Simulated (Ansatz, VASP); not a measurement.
HfB2 in VASP and in Ansatz

```
CELL_PARAMETERS angstrom
3.14000 0.00000 0.00000
-1.57000 2.71932 0.00000
0.00000 0.00000 3.48000
ATOMIC_POSITIONS crystal
Hf 0.00000 0.00000 0.00000
B 0.33333 0.66667 0.50000
B 0.66667 0.33333 0.50000
```

Alike in both runs: functional PBE; k mesh 10 × 10 × 8; occupations fermi-dirac, width 0.05 eV; no spin polarisation.

Ansatz relaxed the structure, and its values are those at the end. VASP's run is a single point on that final structure, the one shown.

|  | VASP | Ansatz |
| --- | --- | --- |
| version | VASP 6.6.1 | Ansatz 0.2.0 |
| potentials or method | VASP PAW PBE potentials, release 64 (Hf_pv, B) | plane-wave PAW, scalar-relativistic |
| plane-wave cutoff (eV) | 520 | 420 |
| valence electrons in the cell | 16 | 32 |

```csv
,VASP,Ansatz,Ansatz less VASP
pressure (GPa),1.0,1.4,+0.38
```

VASP's potentials hold 16 valence electrons a cell and Ansatz's 32, so a difference there can come from the potentials and not from the codes. Ansatz's warnings: stress scf threshold loose.

Neither program's run includes spin-orbit coupling.
